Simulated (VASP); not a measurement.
# SiAs3: single point with PBE

Crystal: SiAs3.

```
Si As
1.0
     4.20195    0.00000    0.00000
     0.00000    4.20195    0.00000
     0.00000    0.00000    4.20195
Si As
1 3
Direct
  0.00000 0.00000 0.00000
  0.00000 0.50000 0.50000
  0.50000 0.00000 0.50000
  0.50000 0.50000 0.00000
```

- Program: VASP 6.6.1
- Task: single point
- Functional: PBE
- Potentials or basis: VASP PAW PBE potentials, release 64 (Si, As)
- Cutoff: 520 eV
- k mesh: 12 × 12 × 12
- Occupations: gaussian, width 0.1 eV
- Spin: no spin polarisation
- Dipole correction: no
- Further INCAR settings: ALGO = Normal; EDIFF = 1e-06; NBANDS = 18

The pressure is 0.0 GPa. The band gap on the k mesh is zero (an odd number of electrons rules out a gap without spin polarisation).

Levels at points of the mesh, in eV from the Fermi level:
| k point | band 6 | band 7 | band 8 | band 9 | band 10 | band 11 | band 12 | band 13 | band 14 | band 15 |
| --- | --- | --- | --- | --- | --- | --- | --- | --- | --- | --- |
| (0.00, 0.00, 0.00) | -5.50 | -5.50 | 0.63 | 0.63 | 0.63 | 1.36 | 1.36 | 1.36 | 4.82 | 4.82 |
| (0.50, 0.00, 0.00) | -3.76 | -3.12 | -3.12 | -1.86 | -1.39 | 1.75 | 1.90 | 2.46 | 2.46 | 3.45 |
| (0.50, 0.50, 0.00) | -2.42 | -2.42 | -1.73 | -1.73 | -1.69 | -1.44 | -0.38 | 3.84 | 3.88 | 4.90 |
| (0.50, 0.50, 0.50) | -6.52 | -6.52 | -6.52 | 4.20 | 4.20 | 4.27 | 4.27 | 4.27 | 5.62 | 5.62 |

Run time: 88 s on 1 thread of Oxide Virtual Turin-like Processor, on a shared host, peak memory 0.2 GiB.

Caveat: an odd number of electrons without spin polarisation forces a metal; a magnetic or distorted state may lie lower.
